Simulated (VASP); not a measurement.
# Hf4N in VASP: further runs

Runs on Hf4N. Level: PBE. Tasks: single point.

Everything below comes from runs of VASP 6.6.1. Logs are shortened: lines on timing, memory, paths and dates and some standing lists are left out, and cuts for length are marked.

## 1. The cell of the first run

It takes space group Fmmm (No. 69, orthorhombic). The conventional cell has a = 6.353 Å, b = 6.362 Å, c = 9.188 Å, α = 90.00°, β = 90.00°, γ = 90.00°. Within 3.0 Å of Hf (site symmetry 2/m) lie 2 N at 2.25 Å. Within 2.9 Å of Hf (site symmetry mm2) lie 1 N at 2.23 Å. N (site symmetry mmm) has 6 Hf at 2.23 to 2.25 Å within 2.9 Å.

## 2. Single point, PBE

File INCAR:

```
PREC = Accurate
ENCUT = 520
EDIFF = 1E-6
ISMEAR = 0
SIGMA = 0.1
LREAL = F
LASPH = T
NELM = 80
ALGO = Normal
ISIF = 2
LWAVE = F
LCHARG = F
GGA = PE
NBANDS = 30
```

File KPOINTS:

```
regular mesh
0
Gamma
  4 4 4
```

File POSCAR:

```
Hf4N
1.0
    0.0000000000      4.5939545017      3.1809575818
    3.1765471372      0.0000000000      3.1809575818
    3.1765471372      4.5939545017      0.0000000000
Hf N
4 1
Direct
    0.0000000000      0.5000000000      0.0000000000
    0.5000000000      0.0000000000      0.5000000000
    0.2422369945      0.7577630055      0.2422369945
    0.7577630055      0.2422369945      0.7577630055
    0.0000000000      0.0000000000      0.0000000000
```

Potentials or basis: VASP PAW PBE potentials, release 64 (Hf_pv, N).

Run with:

```bash
$ cat potpaw_PBE.64/Hf_pv/POTCAR potpaw_PBE.64/N/POTCAR > POTCAR
$ mpirun -np 1 vasp_std > vasp.out
```

OUTCAR:

```text
PREC = Accurate
   ENCUT = 520
   EDIFF = 1E-6
   ISMEAR = 0
   LREAL = F
   LASPH = T
   NELM = 80
   ISIF = 2
   GGA = PE

 ion  position               nearest neighbor table
   1  0.000  0.500  0.000-   5 2.25   5 2.25   4 3.16   4 3.16   3 3.16   3 3.16   2 3.18   2 3.18
                             2 3.18   2 3.18   3 3.27   4 3.27   3 3.27   4 3.27
   2  0.500  0.000  0.500-   5 2.25   5 2.25   4 3.16   3 3.16   4 3.16   3 3.16   1 3.18   1 3.18
                             1 3.18   1 3.18   3 3.27   4 3.27   4 3.27   3 3.27
   3  0.242  0.758  0.242-   5 2.23   1 3.16   1 3.16   2 3.16   2 3.16   4 3.18   4 3.18   4 3.18
                             4 3.18   1 3.27   1 3.27   2 3.27   2 3.27
   4  0.758  0.242  0.758-   5 2.23   1 3.16   1 3.16   2 3.16   2 3.16   3 3.18   3 3.18   3 3.18
                             3 3.18   1 3.27   1 3.27   2 3.27   2 3.27
   5  0.000  0.000  0.000-   3 2.23   4 2.23   1 2.25   2 2.25   1 2.25   2 2.25

  LATTYP: Found a face centered orthorhombic cell.
 ALAT       =     6.3530942744
 B/A-ratio  =     1.0013884398
 C/A-ratio  =     1.4462100839

  Lattice vectors:

 A1 = (   0.0000000000,   4.5939545017,  -3.1809575818)
 A2 = (   3.1765471372,   4.5939545017,   0.0000000000)
 A3 = (   3.1765471372,   0.0000000000,  -3.1809575818)

Analysis of symmetry for initial positions (statically):
=====================================================================
 Subroutine PRICEL returns:
 Original cell was already a primitive cell.

 Routine SETGRP: Setting up the symmetry group for a
 face centered orthorhombic supercell.

 Subroutine GETGRP returns: Found  8 space group operations
 (whereof  8 operations were pure point group operations)
 out of a pool of  8 trial point group operations.

The static configuration has the point symmetry D_2h.

Analysis of symmetry for dynamics (positions and initial velocities):
=====================================================================
 Subroutine PRICEL returns:
 Original cell was already a primitive cell.

 Routine SETGRP: Setting up the symmetry group for a
 face centered orthorhombic supercell.

 Subroutine GETGRP returns: Found  8 space group operations
 (whereof  8 operations were pure point group operations)
 out of a pool of  8 trial point group operations.

The dynamic configuration has the point symmetry D_2h.

 Subroutine INISYM returns: Found  8 space group operations
 (whereof  8 operations are pure point group operations),
 and found     1 'primitive' translations

----------------------------------------------------------------------------------------

                                     Primitive cell

  volume of cell :      92.8389

  direct lattice vectors                    reciprocal lattice vectors
     0.000000000  4.593954502  3.180957582    -0.157403614  0.108838692  0.157185372
     3.176547137  0.000000000  3.180957582     0.157403614 -0.108838692  0.157185372
     3.176547137  4.593954502  0.000000000     0.157403614  0.108838692 -0.157185372

  length of vectors
     5.587746335  4.495435780  5.585236761     0.247646926  0.247646926  0.247646926

  position of ions in fractional coordinates (direct lattice)
     0.000000000  0.500000000  0.000000000
     0.500000000  0.000000000  0.500000000
     0.242236994  0.757763006  0.242236994
     0.757763006  0.242236994  0.757763006
     0.000000000  0.000000000  0.000000000

  ion indices of the primitive-cell ions
   primitive index   ion index
                 1           1
                 2           2
                 3           3
                 4           4
                 5           5

----------------------------------------------------------------------------------------

 KPOINTS: regular mesh

Automatic generation of k-mesh.
 Grid dimensions read from file:
 generate k-points for:    4    4    4

 Generating k-lattice:

  Cartesian coordinates                     Fractional coordinates (reciprocal lattice)
    -0.039350904  0.027209673  0.039296343     0.250000000  0.000000000  0.000000000
     0.039350904 -0.027209673  0.039296343     0.000000000  0.250000000  0.000000000
     0.039350904  0.027209673 -0.039296343     0.000000000  0.000000000  0.250000000

  Length of vectors
     0.061911731  0.061911731  0.061911731

  Shift w.r.t. Gamma in fractional coordinates (k-lattice)
     0.000000000  0.000000000  0.000000000

 Subroutine IBZKPT returns following result:
 ===========================================

 Found     18 irreducible k-points:

 Following reciprocal coordinates:
            Coordinates               Weight
  0.000000  0.000000  0.000000      1.000000
  0.250000  0.000000 -0.000000      8.000000
  0.500000  0.000000 -0.000000      4.000000
  0.250000  0.250000  0.000000      2.000000
  0.500000  0.250000 -0.000000      8.000000
 -0.250000  0.250000  0.000000      4.000000
[... 10 lines left out ...]
 -0.250000  0.250000  0.500000      2.000000
  0.000000  0.500000  0.500000      1.000000
   k-points           NKPTS =     18   k-points in BZ     NKDIM =     18   number of bands    NBANDS=     30
   number of dos      NEDOS =    301   number of ions     NIONS =      5
   total plane-waves  NPLWV =  63504
   dimension x,y,z NGX =    42 NGY =   36 NGZ =   42
   dimension x,y,z NGXF=    84 NGYF=   72 NGZF=   84
   ions per type =               4   1
   NGX,Y,Z   is equivalent  to a cutoff of  12.50, 13.31, 12.50 a.u.
   NGXF,Y,Z  is equivalent  to a cutoff of  24.99, 26.63, 25.00 a.u.
 SYSTEM =  unknown system
   PREC   = accura    normal or accurate (medium, high low for compatibility)
   ISTART =      0    job   : 0-new  1-cont  2-samecut
   ICHARG =      2    charge: 1-file 2-atom 10-const
   ISPIN  =      1    spin polarized calculation?
   LNONCOLLINEAR =      F non collinear calculations
   LSORBIT =      F    spin-orbit coupling
   LASPH  =      T    aspherical Exc in radial PAW
   ENCUT  =  520.0 eV  38.22 Ry    6.18 a.u.  10.39  8.36 10.38*2*pi/ulx,y,z
   NELM   =     80;   NELMIN=  2; NELMDL= -5     # of ELM steps
   EDIFF  = 0.1E-05   stopping-criterion for ELM
   LREAL  =      F    real-space projection
   EDIFFG = 0.1E-04   stopping-criterion for IOM
   NSW    =      0    number of steps for IOM
   IBRION =     -1    ionic relax: 0-MD 1-quasi-New 2-CG
   NFREE  =      0    steps in history (QN), initial steepest desc. (CG)
   ISIF   =      2    stress and relaxation
   ISYM   =      2    0-nonsym 1-usesym 2-fastsym
   POTIM  = 0.5000    time-step for ionic-motion
   TEBEG  =    0.0;   TEEND  =   0.0 temperature during run
   PSTRESS=    0.0 pullay stress
   NELECT =      45.0000    total number of electrons
   NUPDOWN=      -1.0000    fix difference up-down
   EMIN   =  10.00;   EMAX   =-10.00  energy-range for DOS
   EFERMI =   0.00;   METHOD = LEGACY
   ISMEAR =     0;   SIGMA  =   0.10  broadening in eV -4-tet -1-fermi 0-gaus
   EFERMI_NEDOS =   21; number of points for ismear=-14 and -15
   IALGO  =     38    algorithm
   IMIX   =      4    mixing-type and parameters
     AMIX     =   0.40;   BMIX     =  1.00
     AMIX_MAG =   1.60;   BMIX_MAG =  1.00
  volume/ion in A,a.u.               =      18.57       125.30
  Fermi-wavevector in a.u.,A,eV,Ry     =   1.285984  2.430158 22.500716  1.653756
  Thomas-Fermi vector in A             =   2.418086
   LORBIT       =      0    0 simple, 1 ext, 2 COOP (PROOUT), +10 PAW based schemes
   GGA     = PE    functional components
   LHFCALC =     F    Hartree Fock is set to
   AEXX    =    0.0000 exact exchange contribution
   IVDW    =     0    specifies the selected vdW correction
   LEPSILON=     F    determine dielectric tensor
   LRPA    =     F    only Hartree local field effects (RPA)
 non-spin polarized calculation
 Gauss-broadening in eV      SIGMA  =   0.10
  energy-cutoff  :      520.00
  volume of cell :       92.84
 maximum number of plane-waves:      2524
 NGX is ok and might be reduce to    42

 number of electron      45.0000000 magnetization

 Free energy of the ion-electron system (eV)
  ---------------------------------------------------
  ext. energy  EPLUGINS =         0.00000000
  ---------------------------------------------------
  free energy    TOTEN  =       -51.71984245 eV

  energy without entropy =      -51.68993039  energy(sigma->0) =      -51.70488642

 E-fermi :   5.1216     XC(G=0): -11.5131

 val. band max:        5.1171334989   @ k =   0.5000   0.0000   0.2500
 cond. band min:       5.1721505078   @ k =   0.5000   0.2500   0.2500
 fundamental gap:      0.0550170089
 Fermi energy:         5.1216254352

 k-point     1 :       0.0000    0.0000    0.0000
  band No.  band energies     occupation
      1     -25.6652      2.00000
      2     -25.5603      2.00000
      3     -25.5570      2.00000
      4     -25.3704      2.00000
      5     -25.3668      2.00000
      6     -25.2695      2.00000
[... 22 lines left out ...]
     29       7.3775      0.00000
     30       8.7716      0.00000

 k-point     2 :       0.2500    0.0000   -0.0000
  band No.  band energies     occupation
      1     -25.6143      2.00000
      2     -25.5862      2.00000
      3     -25.5308      2.00000
      4     -25.4308      2.00000
      5     -25.2926      2.00000
      6     -25.2866      2.00000
[... 22 lines left out ...]
     29       8.2038      0.00000
     30       8.8579      0.00000

 k-point     3 :       0.5000    0.0000   -0.0000
  band No.  band energies     occupation
      1     -25.6005      2.00000
      2     -25.4851      2.00000
      3     -25.4609      2.00000
      4     -25.4415      2.00000
      5     -25.3936      2.00000
      6     -25.3836      2.00000
[... 484 lines left out ...]
     29       9.0049      0.00000
     30       9.5097      0.00000

 k-point    18 :       0.0000    0.5000    0.5000
  band No.  band energies     occupation
      1     -25.8941      2.00000
      2     -25.6521      2.00000
      3     -25.5962      2.00000
      4     -25.4221      2.00000
      5     -25.3151      2.00000
      6     -25.2453      2.00000
[... 22 lines left out ...]
     29       8.7590      0.00000
     30       8.8587      0.00000

------------------------ aborting loop because EDIFF is reached ----------------------------------------

  FORCE on cell =-STRESS in cart. coord.  units (eV):
  Direction    XX          YY          ZZ          XY          YZ          ZX
  --------------------------------------------------------------------------------------
  -------------------------------------------------------------------------------------
  Total       -0.4157604     -0.4697888     -0.5464715      0.0000000      0.0000000      0.0000000
  in kB       -7.1750310     -8.1074328     -9.4307935      0.0000000      0.0000000      0.0000000
  external PRESSURE =      -8.2377524 kB  Pullay stress =       0.0000000 kB

 VOLUME and BASIS-vectors are now :
 -----------------------------------------------------------------------------
  energy-cutoff  :      520.00
  volume of cell :       92.84
      direct lattice vectors                 reciprocal lattice vectors
     0.000000000  4.593954502  3.180957582    -0.157403614  0.108838692  0.157185372
     3.176547137  0.000000000  3.180957582     0.157403614 -0.108838692  0.157185372
     3.176547137  4.593954502  0.000000000     0.157403614  0.108838692 -0.157185372

 POSITION                                       TOTAL-FORCE (eV/Angst)
 -----------------------------------------------------------------------------------
      1.58827      0.00000      1.59048        -0.000000     -0.000000      0.000000
      1.58827      4.59395      1.59048         0.000000      0.000000      0.000000
      3.17655      2.22565      3.18096         0.000000     -0.081631      0.000000
      3.17655      6.96226      3.18096         0.000000      0.081631      0.000000
      0.00000      0.00000      0.00000         0.000000     -0.000000      0.000000
 -----------------------------------------------------------------------------------
    total drift:                               -0.000000     -0.000000      0.000000

  FREE ENERGIE OF THE ION-ELECTRON SYSTEM (eV)
  ---------------------------------------------------
  free  energy   TOTEN  =       -51.7198424491 eV

  energy  without entropy=      -51.6899303903  energy(sigma->0) =      -51.70488642
```

Run time: 30 s. Hardware: 1 thread of Intel Xeon 6975P-C (Granite Rapids), shared host; peak memory 0.25 GiB.

What came out:

- Free energy: -51.7198 eV
- Pressure: -0.8 GPa
- Largest force: 0.082 eV/Å

Forces on the atoms (eV/Å):
```
Hf   0.000  0.000  0.000
Hf   0.000  0.000  0.000
Hf   0.000 -0.082  0.000
Hf   0.000  0.082  0.000
N    0.000  0.000  0.000
```

Stress tensor (GPa, compression positive):
```
-0.72  0.00  0.00
 0.00 -0.81  0.00
 0.00  0.00 -0.94
```

Caveat: the k points lie up to 0.39 Å⁻¹ apart; spin-orbit coupling is left out, which moves the levels of the heavy elements.

## 3. Single point, PBE

This run uses another cell than the first one, of the same volume but with other edges.

File INCAR:

```
  ALGO = Normal
  EDIFF = 1E-7
  ENCUT = 520
  GGA = PE
  ISIF = 2
  ISMEAR = 0
  LASPH = True
  LCHARG = False
  LREAL = False
  LWAVE = False
  NBANDS = 30
  NELM = 100
  PREC = Accurate
  SIGMA = 0.1
```

File KPOINTS:

```
k-points
0
Gamma
  12 12 12
```

File POSCAR:

```
Hf4N
1.0
   -2.2467374140      2.2467374140      4.5996310000
    2.2467374140     -2.2467374140      4.5996310000
    2.2467374140      2.2467374140     -4.5996310000
Hf N
4 1
Direct
    0.0000000000      0.5000000000      0.5000000000
    0.5000000000      0.0000000000      0.5000000000
    0.2413152450      0.2413152450      0.0000000000
    0.7586847550      0.7586847550      0.0000000000
    0.0000000000      0.0000000000      0.0000000000
```

Potentials or basis: VASP PAW PBE potentials, release 64 (Hf_pv, N).

Run with:

```bash
$ cat potpaw_PBE.64/Hf_pv/POTCAR potpaw_PBE.64/N/POTCAR > POTCAR
$ mpirun -np 1 vasp_std > vasp.out
```

Wall time 5.3 min (1 thread of Intel Xeon 6975P-C (Granite Rapids), shared host); peak memory 0.5 GiB.

The run converged. Its results:

| Property | Result |
| --- | --- |
| Free energy | -51.7138 eV |
| Pressure | -0.8 GPa |
| Largest force | 0.074 eV/Å |

Forces in eV/Å, atoms in the order of the input:
```
Hf   0.000  0.000  0.000
Hf   0.000  0.000  0.000
Hf   0.000  0.000 -0.074
Hf   0.000  0.000  0.074
N    0.000  0.000  0.000
```

Levels at points of the mesh, in eV from the Fermi level:
| k point | band 18 | band 19 | band 20 | band 21 | band 22 | band 23 | band 24 | band 25 | band 26 | band 27 |
| --- | --- | --- | --- | --- | --- | --- | --- | --- | --- | --- |
| (0.00, 0.00, 0.00) | -2.51 | -2.08 | -1.64 | -0.50 | -0.50 | 1.17 | 1.38 | 1.38 | 1.53 | 1.53 |
| (0.50, 0.00, 0.00) | -2.65 | -1.29 | -1.23 | -0.67 | -0.47 | -0.41 | 0.57 | 0.78 | 1.73 | 2.10 |
| (0.50, 0.50, 0.00) | -2.16 | -1.72 | -1.32 | -0.45 | 0.16 | 0.31 | 0.49 | 0.61 | 1.35 | 1.36 |
| (0.50, 0.50, 0.50) | -3.29 | -3.00 | -2.12 | -2.12 | -1.00 | -0.56 | 0.96 | 2.86 | 2.86 | 3.01 |

Caveat: spin-orbit coupling is left out, which moves the levels of the heavy elements.
